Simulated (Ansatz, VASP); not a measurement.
**B: VASP beside Ansatz**

```
B
1.0
     3.51869    2.03152    0.95230
    -3.51869    2.03152    0.95230
     0.00000   -4.06303    0.95230
B
6
Direct
  0.00678 0.26380 0.00678
  0.00678 0.00678 0.26380
  0.26380 0.00678 0.00678
  0.72127 0.39331 0.72127
  0.72127 0.72127 0.39331
  0.39331 0.72127 0.72127
```

Alike in both runs: functional PBE; k mesh 12 × 12 × 12; occupations gaussian, width 0.1 eV; no spin polarisation.

Ansatz relaxed the structure, and its values are those at the end. VASP's run is a single point on that final structure, the one shown.

|  | VASP | Ansatz |
| --- | --- | --- |
| version | VASP 6.6.1 | Ansatz 0.2.0 |
| potentials or method | VASP PAW PBE potentials, release 64 (B), cutoff 520 eV | scalar-relativistic, plane waves, PAW |
| valence electrons in the cell | 18 | 18 |

```csv
,VASP,Ansatz,Ansatz less VASP
gap on the k mesh at the Fermi level (eV),none,none,-
pressure (GPa),0.0,0.0,-0.02
```

A gap of «none» marks a metal or a gap that the smearing closes. With one functional, cell and mesh, what is left measures potentials, basis and numerics.
